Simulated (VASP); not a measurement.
Set up this calculation in VASP 6.6.1, as the native input.

| Property | Result |
| --- | --- |
| Task | single point |
| Functional | r2SCAN |
| Potentials or basis | VASP PAW PBE potentials, release 64 (Hf_pv) |
| Cutoff | 520 eV |
| k mesh | 18 × 18 × 18 |
| Occupations | gaussian, width 0.15 eV |
| Spin | no spin polarisation |
| Dipole correction | no |
| Further INCAR settings | ALGO = Normal; EDIFF = 1e-07; NBANDS = 11 |

Hf:

```
Hf
1.0
     0.00000    2.30880    2.13120
     2.30880    0.00000    2.13120
     2.30880    2.30880    0.00000
Hf
1
Direct
  0.00000 0.00000 0.00000
```

This cell differs from its parent crystal: strain +0.040 along x and y, -0.040 along z.

These files were run (other wordings do the same):

POSCAR

```
Hf
1.0
    0.0000000000      2.3088000000      2.1312000000
    2.3088000000      0.0000000000      2.1312000000
    2.3088000000      2.3088000000      0.0000000000
Hf
1
Direct
    0.0000000000      0.0000000000      0.0000000000
```

INCAR.step1

```
SYSTEM = Hf
ALGO     = Normal         ! electronic algorithm
EDIFF    = 1E-4           ! SCF threshold, eV
ENCUT    = 520            ! plane-wave cutoff, eV
GGA      = PE             ! functional
ISMEAR   = 0              ! smearing method
LASPH    = .TRUE.         ! aspherical terms in the spheres
LCHARG   = .FALSE.        ! write CHGCAR
LREAL    = .FALSE.        ! projectors in reciprocal space
LWAVE    = .TRUE.         ! write WAVECAR
NBANDS   = 11             ! bands
NELM     = 60             ! most SCF steps
PREC     = Accurate       ! precision mode
SIGMA    = 0.15           ! smearing width, eV
```

INCAR.step2

```
SYSTEM = Hf
ALGO     = Normal         ! electronic algorithm
EDIFF    = 1E-7           ! SCF threshold, eV
ENCUT    = 520            ! plane-wave cutoff, eV
ISIF     = 2              ! what is computed and relaxed
ISMEAR   = 0              ! smearing method
ISTART   = 1            
LASPH    = .TRUE.         ! aspherical terms in the spheres
LCHARG   = .FALSE.        ! write CHGCAR
LMIXTAU  = .TRUE.       
LREAL    = .FALSE.        ! projectors in reciprocal space
LWAVE    = .FALSE.        ! write WAVECAR
METAGGA  = R2SCAN         ! meta-GGA
NBANDS   = 11             ! bands
NELM     = 60             ! most SCF steps
PREC     = Accurate       ! precision mode
SIGMA    = 0.15           ! smearing width, eV
```

KPOINTS

```
k-points
0
G
  18 18 18
  0 0 0
```

Potentials or basis: VASP PAW PBE potentials, release 64 (Hf_pv).

Launch:

```console
$ cat potpaw_PBE.64/Hf_pv/POTCAR > POTCAR
$ cp INCAR.step1 INCAR
$ mpirun -np 1 vasp_std > vasp.out
$ cp INCAR.step2 INCAR
$ mpirun -np 1 vasp_std > vasp.out
```

Results of the run:

```yaml
Pressure: -1.8 GPa
Band_gap_on_the_k_mesh: zero (band 5 reaches 5.93 eV, above the bottom of band 6 at 3.76 eV)
```

Caveat: the cell differs from its parent crystal (strain +0.040 along x and y, -0.040 along z); the PAW data sets were made with another functional, which shifts forces and pressure a little; spin-orbit coupling is left out, which moves the levels of the heavy elements.

Run time: 2.3 min on 1 thread of Intel(R) Xeon(R) Platinum 8559C (Emerald Rapids), with other jobs on the host, peak memory 0.23 GiB.
